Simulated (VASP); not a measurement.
Here is a VASP 6.6.1 calculation.

File POSCAR:

```
Al2Au
1.0
    0.0000000000      3.0491890704      3.0491890704
    3.0491890704      0.0000000000      3.0491890704
    3.0491890704      3.0491890704      0.0000000000
Al Au
2 1
Direct
    0.2500000000      0.2500000000      0.2500000000
    0.7500000000      0.7500000000      0.7500000000
    0.0000000000      0.0000000000      0.0000000000
```

Contents of INCAR.step1:

```
SYSTEM = Al2Au
PREC     = Accurate       ! precision mode
ENCUT    = 520            ! plane-wave cutoff, eV
ISMEAR   = -1             ! smearing method
SIGMA    = 0.2            ! smearing width, eV
LREAL    = .False.        ! projectors in reciprocal space
LASPH    = .True.         ! aspherical terms in the spheres
NELM     = 80             ! most SCF steps
NBANDS   = 16             ! bands
GGA      = PE             ! functional
ALGO     = Normal         ! electronic algorithm
EDIFF    = 1E-4           ! SCF threshold, eV
LWAVE    = .True.         ! write WAVECAR
LCHARG   = .False.        ! write CHGCAR
```

Contents of INCAR.step2:

```
SYSTEM = Al2Au
PREC     = Accurate       ! precision mode
ENCUT    = 520            ! plane-wave cutoff, eV
EDIFF    = 1E-6           ! SCF threshold, eV
ISMEAR   = -1             ! smearing method
SIGMA    = 0.2            ! smearing width, eV
LREAL    = .False.        ! projectors in reciprocal space
LASPH    = .True.         ! aspherical terms in the spheres
NELM     = 80             ! most SCF steps
ALGO     = Normal         ! electronic algorithm
ISIF     = 2              ! what is computed and relaxed
LWAVE    = .False.        ! write WAVECAR
LCHARG   = .True.         ! write CHGCAR
METAGGA  = R2SCAN         ! meta-GGA
LMIXTAU  = .True.       
IVDW     = 12             ! dispersion correction
VDW_S6   = 1.0          
VDW_S8   = 0.78981345   
VDW_A1   = 0.49484001   
VDW_A2   = 5.73083694   
LELF     = .True.         ! ELF
LVHAR    = .True.       
NBANDS   = 16             ! bands
ISTART   = 1
```

Contents of KPOINTS:

```
regular mesh
0
Gamma
  7 7 7
  0 0 0
```

Potentials or basis: VASP PAW PBE potentials, release 64 (Al, Au).

Run with:

```bash
$ cat potpaw_PBE.64/Al/POTCAR potpaw_PBE.64/Au/POTCAR > POTCAR
$ cp INCAR.step1 INCAR
$ mpirun -np 1 vasp_std > vasp.out
$ cp INCAR.step2 INCAR
$ mpirun -np 1 vasp_std > vasp.out
```

Task: What does it give for the dispersion energy per atom?

Result: -0.181 eV.

Task: Predict the pressure.

Result: -6.4 GPa.

Caveat: the PAW data sets were made with another functional, which shifts forces and pressure a little; pairwise dispersion overbinds metals, which lowers pressure and volume.
